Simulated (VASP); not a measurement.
# GaP (F-43m) in VASP: a series of runs

Runs on GaP. Level: PBEsol. Tasks: single point.

Everything below comes from runs of VASP 6.6.1. Logs are shortened: lines on timing, memory, paths and dates and some standing lists are left out, and cuts for length are marked.

**1. The cell of the first run**

Symmetry: F-43m, No. 216, cubic system. The conventional cell has a = 5.439 Å, b = 5.439 Å, c = 5.439 Å, α = 90.00°, β = 90.00°, γ = 90.00°. Ga (site symmetry -43m) has 4 P at 2.36 Å within 3.1 Å. Within 3.1 Å of P (site symmetry -43m) lie 4 Ga at 2.36 Å.

**2. Single point, PBEsol**

INCAR reads:

```
SYSTEM = GaP
ALGO = Normal ; EDIFF = 1E-6
ENCUT = 500 ; GGA = PS
GGA_COMPAT = .False. ; ISIF = 2
ISMEAR = 0 ; LASPH = .True.
LCHARG = .False. ; LREAL = .False.
LWAVE = .False. ; NBANDS = 16
NELM = 120 ; PREC = Accurate
SIGMA = 0.02
```

KPOINTS reads:

```
k-points
0
Gamma
  8 8 8
  0 0 0
```

POSCAR reads:

```
GaP
1.0
    0.0000000000      2.7194371075      2.7194371075
    2.7194371075      0.0000000000      2.7194371075
    2.7194371075      2.7194371075      0.0000000000
Ga P
1 1
Direct
    0.0000000000      0.0000000000      0.0000000000
    0.2500000000      0.2500000000      0.2500000000
```

Potentials or basis: VASP PAW PBE potentials, release 64 (Ga_d, P).

Run with:

```console
$ cat potpaw_PBE.64/Ga_d/POTCAR potpaw_PBE.64/P/POTCAR > POTCAR
$ mpirun -np 1 vasp_std > vasp.out
```

OUTCAR:

```text
SYSTEM = GaP
   EDIFF = 1E-6
   ENCUT = 500
   GGA = PS
   ISIF = 2
   ISMEAR = 0
   LASPH = .True.
   LREAL = .False.
   NELM = 120
   PREC = Accurate

 ion  position               nearest neighbor table
   1  0.000  0.000  0.000-   2 2.36   2 2.36   2 2.36   2 2.36
   2  0.250  0.250  0.250-   1 2.36   1 2.36   1 2.36   1 2.36

  LATTYP: Found a face centered cubic cell.
 ALAT       =     5.4388742150

  Lattice vectors:

 A1 = (   0.0000000000,   2.7194371075,   2.7194371075)
 A2 = (   2.7194371075,   0.0000000000,   2.7194371075)
 A3 = (   2.7194371075,   2.7194371075,   0.0000000000)

Analysis of symmetry for initial positions (statically):
=====================================================================
 Subroutine PRICEL returns:
 Original cell was already a primitive cell.

 Routine SETGRP: Setting up the symmetry group for a
 face centered cubic supercell.

 Subroutine GETGRP returns: Found 24 space group operations
 (whereof 24 operations were pure point group operations)
 out of a pool of 48 trial point group operations.

The static configuration has the point symmetry T_d .

Analysis of symmetry for dynamics (positions and initial velocities):
=====================================================================
 Subroutine PRICEL returns:
 Original cell was already a primitive cell.

 Routine SETGRP: Setting up the symmetry group for a
 face centered cubic supercell.

 Subroutine GETGRP returns: Found 24 space group operations
 (whereof 24 operations were pure point group operations)
 out of a pool of 48 trial point group operations.

The dynamic configuration has the point symmetry T_d .

 Subroutine INISYM returns: Found 24 space group operations
 (whereof 24 operations are pure point group operations),
 and found     1 'primitive' translations

----------------------------------------------------------------------------------------

                                     Primitive cell

  volume of cell :      40.2223

  direct lattice vectors                    reciprocal lattice vectors
     0.000000000  2.719437108  2.719437108    -0.183861579  0.183861579  0.183861579
     2.719437108  0.000000000  2.719437108     0.183861579 -0.183861579  0.183861579
     2.719437108  2.719437108  0.000000000     0.183861579  0.183861579 -0.183861579

  length of vectors
     3.845864839  3.845864839  3.845864839     0.318457596  0.318457596  0.318457596

  position of ions in fractional coordinates (direct lattice)
     0.000000000  0.000000000  0.000000000
     0.250000000  0.250000000  0.250000000

[... 77 lines left out ...]
   LREAL  =      F    real-space projection
   EDIFFG = 0.1E-04   stopping-criterion for IOM
   NSW    =      0    number of steps for IOM
   IBRION =     -1    ionic relax: 0-MD 1-quasi-New 2-CG
   NFREE  =      0    steps in history (QN), initial steepest desc. (CG)
   ISIF   =      2    stress and relaxation
   ISYM   =      2    0-nonsym 1-usesym 2-fastsym
   POTIM  = 0.5000    time-step for ionic-motion
   TEBEG  =    0.0;   TEEND  =   0.0 temperature during run
   PSTRESS=    0.0 pullay stress
   NELECT =      18.0000    total number of electrons
   NUPDOWN=      -1.0000    fix difference up-down
   EMIN   =  10.00;   EMAX   =-10.00  energy-range for DOS
   EFERMI =   0.00;   METHOD = LEGACY
   ISMEAR =     0;   SIGMA  =   0.02  broadening in eV -4-tet -1-fermi 0-gaus
   EFERMI_NEDOS =   21; number of points for ismear=-14 and -15
   IALGO  =     38    algorithm
   IMIX   =      4    mixing-type and parameters
     AMIX     =   0.40;   BMIX     =  1.00
     AMIX_MAG =   1.60;   BMIX_MAG =  1.00
  volume/ion in A,a.u.               =      20.11       135.72
  Fermi-wavevector in a.u.,A,eV,Ry     =   1.252209  2.366331 21.334291  1.568026
  Thomas-Fermi vector in A             =   2.386120
   LORBIT       =      0    0 simple, 1 ext, 2 COOP (PROOUT), +10 PAW based schemes
   GGA     = PS    functional components
   LHFCALC =     F    Hartree Fock is set to
   AEXX    =    0.0000 exact exchange contribution
   IVDW    =     0    specifies the selected vdW correction
   LEPSILON=     F    determine dielectric tensor
   LRPA    =     F    only Hartree local field effects (RPA)
 non-spin polarized calculation
 Gauss-broadening in eV      SIGMA  =   0.02
  energy-cutoff  :      500.00
  volume of cell :       40.22
 maximum number of plane-waves:      1036
   NGX = 13   NGY = 13   NGZ = 13

 number of electron      18.0000015 magnetization

 Free energy of the ion-electron system (eV)
  ---------------------------------------------------
  ext. energy  EPLUGINS =         0.00000000
  ---------------------------------------------------
  free energy    TOTEN  =        -9.92101356 eV

  energy without entropy =       -9.92101356  energy(sigma->0) =       -9.92101356

 E-fermi :   4.7565     XC(G=0): -10.0503

 val. band max:        4.6342271997   @ k =   0.0000   0.0000   0.0000
 cond. band min:       6.1375502918   @ k =   0.5000   0.5000   0.0000
 fundamental gap:      1.5033230921
 Fermi energy:         4.7565150724

 k-point     1 :       0.0000    0.0000    0.0000
  band No.  band energies     occupation
      1      -9.9179      2.00000
      2      -9.9179      2.00000
      3      -9.9179      2.00000
      4      -9.8152      2.00000
      5      -9.8152      2.00000
      6      -7.9385      2.00000
[... 433 lines left out ...]
      3      -9.8736      2.00000
      4      -9.8208      2.00000
      5      -9.8078      2.00000
      6      -5.4126      2.00000
[... 8 lines left out ...]
     15      16.5565      0.00000
     16      17.1099      0.00000

 [... further k-points ...]

------------------------ aborting loop because EDIFF is reached ----------------------------------------

  FORCE on cell =-STRESS in cart. coord.  units (eV):
  Direction    XX          YY          ZZ          XY          YZ          ZX
  --------------------------------------------------------------------------------------
  -------------------------------------------------------------------------------------
  Total       -0.0296886     -0.0296886     -0.0296886     -0.0000000      0.0000000     -0.0000000
  in kB       -1.1825857     -1.1825857     -1.1825857     -0.0000000      0.0000000     -0.0000000
  external PRESSURE =      -1.1825857 kB  Pullay stress =       0.0000000 kB

 VOLUME and BASIS-vectors are now :
 -----------------------------------------------------------------------------
  energy-cutoff  :      500.00
  volume of cell :       40.22
      direct lattice vectors                 reciprocal lattice vectors
     0.000000000  2.719437108  2.719437108    -0.183861579  0.183861579  0.183861579
     2.719437108  0.000000000  2.719437108     0.183861579 -0.183861579  0.183861579
     2.719437108  2.719437108  0.000000000     0.183861579  0.183861579 -0.183861579

 POSITION                                       TOTAL-FORCE (eV/Angst)
 -----------------------------------------------------------------------------------
      0.00000      0.00000      0.00000         0.000000      0.000000     -0.000000
      1.35972      1.35972      1.35972        -0.000000     -0.000000      0.000000
 -----------------------------------------------------------------------------------
    total drift:                                0.000001      0.000001      0.000001

  FREE ENERGIE OF THE ION-ELECTRON SYSTEM (eV)
  ---------------------------------------------------
  free  energy   TOTEN  =        -9.9210135570 eV

  energy  without entropy=       -9.9210135570  energy(sigma->0) =       -9.92101356
```

OSZICAR:

```text
N       E                     dE             d eps       ncg     rms          rms(c)
DAV:   1     0.793780087656E+02    0.79378E+02   -0.88109E+03   968   0.160E+03
DAV:   2    -0.389220137591E+01   -0.83270E+02   -0.79752E+02  1040   0.314E+02
DAV:   3    -0.101052081228E+02   -0.62130E+01   -0.61900E+01  1144   0.661E+01
DAV:   4    -0.102065418492E+02   -0.10133E+00   -0.10131E+00  1160   0.887E+00
DAV:   5    -0.102083882802E+02   -0.18464E-02   -0.18464E-02  1136   0.105E+00    0.415E+00
DAV:   6    -0.996235194779E+01    0.24604E+00   -0.35248E-01  1416   0.114E+01    0.264E+00
DAV:   7    -0.992361521761E+01    0.38737E-01   -0.81140E-02  1296   0.221E+00    0.987E-01
DAV:   8    -0.992081364128E+01    0.28016E-02   -0.11997E-02  1088   0.127E+00    0.180E-01
DAV:   9    -0.992096234382E+01   -0.14870E-03   -0.99355E-04  1368   0.421E-01    0.615E-02
DAV:  10    -0.992098712273E+01   -0.24779E-04   -0.60584E-05  1392   0.856E-02    0.269E-02
DAV:  11    -0.992101365667E+01   -0.26534E-04   -0.27525E-05  1104   0.522E-02    0.656E-03
DAV:  12    -0.992101355704E+01    0.99628E-07   -0.88780E-07   920   0.103E-02
   1 F= -.99210136E+01 E0= -.99210136E+01  d E =-.383517E-20
```

stdout:

```text
POSCAR found type information on POSCAR GaP
 POSCAR found :  2 types and       2 ions
 scaLAPACK will be used
 -----------------------------------------------------------------------------
|                                                                             |
|                                                                             |
|     You enforced a specific xc type in the INCAR file but a different       |
|     I HOPE YOU KNOW WHAT YOU ARE DOING!                                     |
|                                                                             |
 -----------------------------------------------------------------------------

 LDA part: xc-table for (Slater+PW92), standard interpolation
 POSCAR, INCAR and KPOINTS ok, starting setup
 FFT: planning ... GRIDC
 FFT: planning ... GRID_SOFT
 FFT: planning ... GRID
 WAVECAR not read
 entering main loop
```

Run time: 12 s. Hardware: 1 thread of AMD EPYC 7R13 (Zen 3), shared host; peak memory 0.13 GiB.

Results:

```yaml
Free_energy: -9.9210 eV
Pressure: -0.1 GPa
Band_gap_on_the_k_mesh: 1.50 eV (least direct gap 1.80 eV)
```

Caveat: the PAW data sets were made with another functional, which shifts forces and pressure a little. A k mesh can miss the band edges.

**3. Single point, PBEsol**

INCAR reads:

```
ALGO = Normal
EDIFF = 1E-6
ENCUT = 500
GGA = PS
GGA_COMPAT = F
ISIF = 2
ISMEAR = 0
LASPH = T
LCHARG = F
LREAL = F
LWAVE = F
NBANDS = 16
NELM = 120
PREC = Accurate
SIGMA = 0.01
```

KPOINTS reads:

```
k-points
0
Gamma
  8 8 8
```

POSCAR is that of step 2.

Potentials or basis: VASP PAW PBE potentials, release 64 (Ga_d, P).

Run with:

```console
$ cat potpaw_PBE.64/Ga_d/POTCAR potpaw_PBE.64/P/POTCAR > POTCAR
$ mpirun -np 1 vasp_std > vasp.out
```

OUTCAR:

```text
EDIFF = 1E-6
   ENCUT = 500
   GGA = PS
   ISIF = 2
   ISMEAR = 0
   LASPH = T
   LREAL = F
   NELM = 120
   PREC = Accurate

 ion  position               nearest neighbor table
   1  0.000  0.000  0.000-   2 2.36   2 2.36   2 2.36   2 2.36
   2  0.250  0.250  0.250-   1 2.36   1 2.36   1 2.36   1 2.36

  LATTYP: Found a face centered cubic cell.
 ALAT       =     5.4388742150

  Lattice vectors:

 A1 = (   0.0000000000,   2.7194371075,   2.7194371075)
 A2 = (   2.7194371075,   0.0000000000,   2.7194371075)
 A3 = (   2.7194371075,   2.7194371075,   0.0000000000)

Analysis of symmetry for initial positions (statically):
=====================================================================
 Subroutine PRICEL returns:
 Original cell was already a primitive cell.

 Routine SETGRP: Setting up the symmetry group for a
 face centered cubic supercell.

 Subroutine GETGRP returns: Found 24 space group operations
 (whereof 24 operations were pure point group operations)
 out of a pool of 48 trial point group operations.

The static configuration has the point symmetry T_d .

Analysis of symmetry for dynamics (positions and initial velocities):
[... 161 lines left out ...]
 val. band max:        4.6342271997   @ k =   0.0000   0.0000   0.0000
 cond. band min:       6.1375502918   @ k =   0.5000   0.5000   0.0000
 fundamental gap:      1.5033230921
 Fermi energy:         4.7565150724

 k-point     1 :       0.0000    0.0000    0.0000
  band No.  band energies     occupation
      1      -9.9179      2.00000
      2      -9.9179      2.00000
      3      -9.9179      2.00000
      4      -9.8152      2.00000
      5      -9.8152      2.00000
      6      -7.9385      2.00000
[... 433 lines left out ...]
      3      -9.8736      2.00000
      4      -9.8208      2.00000
      5      -9.8078      2.00000
      6      -5.4126      2.00000
[... 8 lines left out ...]
     15      16.5565      0.00000
     16      17.1099      0.00000

 [... further k-points ...]

------------------------ aborting loop because EDIFF is reached ----------------------------------------

  FORCE on cell =-STRESS in cart. coord.  units (eV):
  Direction    XX          YY          ZZ          XY          YZ          ZX
  --------------------------------------------------------------------------------------
  -------------------------------------------------------------------------------------
  Total       -0.0296886     -0.0296886     -0.0296886     -0.0000000      0.0000000      0.0000000
  in kB       -1.1825855     -1.1825855     -1.1825855     -0.0000000      0.0000000      0.0000000
  external PRESSURE =      -1.1825855 kB  Pullay stress =       0.0000000 kB

 VOLUME and BASIS-vectors are now :
 -----------------------------------------------------------------------------
  energy-cutoff  :      500.00
  volume of cell :       40.22
      direct lattice vectors                 reciprocal lattice vectors
     0.000000000  2.719437108  2.719437108    -0.183861579  0.183861579  0.183861579
     2.719437108  0.000000000  2.719437108     0.183861579 -0.183861579  0.183861579
     2.719437108  2.719437108  0.000000000     0.183861579  0.183861579 -0.183861579

 POSITION                                       TOTAL-FORCE (eV/Angst)
 -----------------------------------------------------------------------------------
      0.00000      0.00000      0.00000        -0.000000     -0.000000      0.000000
      1.35972      1.35972      1.35972         0.000000      0.000000     -0.000000
 -----------------------------------------------------------------------------------
    total drift:                                0.000001      0.000001      0.000001

  FREE ENERGIE OF THE ION-ELECTRON SYSTEM (eV)
  ---------------------------------------------------
  free  energy   TOTEN  =        -9.9210135570 eV

  energy  without entropy=       -9.9210135570  energy(sigma->0) =       -9.92101356
```

stdout:

```text
POSCAR found type information on POSCAR GaP
 POSCAR found :  2 types and       2 ions
 scaLAPACK will be used
 -----------------------------------------------------------------------------
|                                                                             |
|                                                                             |
|     You enforced a specific xc type in the INCAR file but a different       |
|     I HOPE YOU KNOW WHAT YOU ARE DOING!                                     |
|                                                                             |
 -----------------------------------------------------------------------------

 LDA part: xc-table for (Slater+PW92), standard interpolation
 POSCAR, INCAR and KPOINTS ok, starting setup
 FFT: planning ... GRIDC
 FFT: planning ... GRID_SOFT
 FFT: planning ... GRID
 WAVECAR not read
 entering main loop
```

It took 12 s on 1 thread of AMD EPYC 7R13 (Zen 3), shared host; peak memory 0.13 GiB.

Results:

```
Free energy            : -9.9210 eV
Pressure               : -0.1 GPa
Band gap on the k mesh : 1.50 eV (least direct gap 1.80 eV)
```

Levels at points of the mesh, in eV from the valence-band top:
| k point | band 5 | band 6 | band 7 | band 8 | band 9 | band 10 | band 11 | band 12 | band 13 | band 14 |
| --- | --- | --- | --- | --- | --- | --- | --- | --- | --- | --- |
| (0.00, 0.00, 0.00) | -14.45 | -12.57 | 0.00 | 0.00 | 0.00 | 1.80 | 3.83 | 3.83 | 3.83 | 8.59 |
| (0.50, 0.00, 0.00) | -14.44 | -10.46 | -6.73 | -1.14 | -1.14 | 1.60 | 4.65 | 4.65 | 8.10 | 10.78 |
| (0.50, 0.50, 0.00) | -14.43 | -9.54 | -6.84 | -2.74 | -2.74 | 1.50 | 1.71 | 10.60 | 10.60 | 11.14 |

Caveat: the PAW data sets were made with another functional, which shifts forces and pressure a little. A k mesh can miss the band edges.

**4. Single point, PBEsol**

INCAR reads:

```
SYSTEM = GaP
PREC = Accurate ; ENCUT = 500
EDIFF = 1E-6 ; ISMEAR = 0
SIGMA = 0.01 ; LREAL = .False.
LASPH = .True. ; NELM = 120
ALGO = Normal ; ISIF = 2
LWAVE = .False. ; LCHARG = .False.
GGA = PS ; NBANDS = 16
GGA_COMPAT = .False.
```

KPOINTS reads:

```
regular mesh
0
Gamma
  8 8 8
  0 0 0
```

POSCAR is that of step 3.

Run with:

```console
$ cat potpaw_PBE.64/Ga_d/POTCAR potpaw_PBE.64/P/POTCAR > POTCAR
$ mpirun -np 1 vasp_std > vasp.out
```

Wall time 12 s (1 thread of AMD EPYC 7R13 (Zen 3), shared host); peak memory 0.13 GiB.

It converged, with:

- Free energy: -9.9210 eV
- Pressure: -0.1 GPa
- Band gap on the k mesh: 1.50 eV (least direct gap 1.80 eV)

Levels at points of the mesh, in eV from the valence-band top:
```
           k point  band 7  band 8  band 9  band 10  band 11  band 12
(0.00, 0.00, 0.00)    0.00    0.00    0.00     1.80     3.83     3.83
(0.50, 0.00, 0.00)   -6.73   -1.14   -1.14     1.60     4.65     4.65
(0.50, 0.50, 0.00)   -6.84   -2.74   -2.74     1.50     1.71    10.60
```

Caveat: the PAW data sets were made with another functional, which shifts forces and pressure a little.
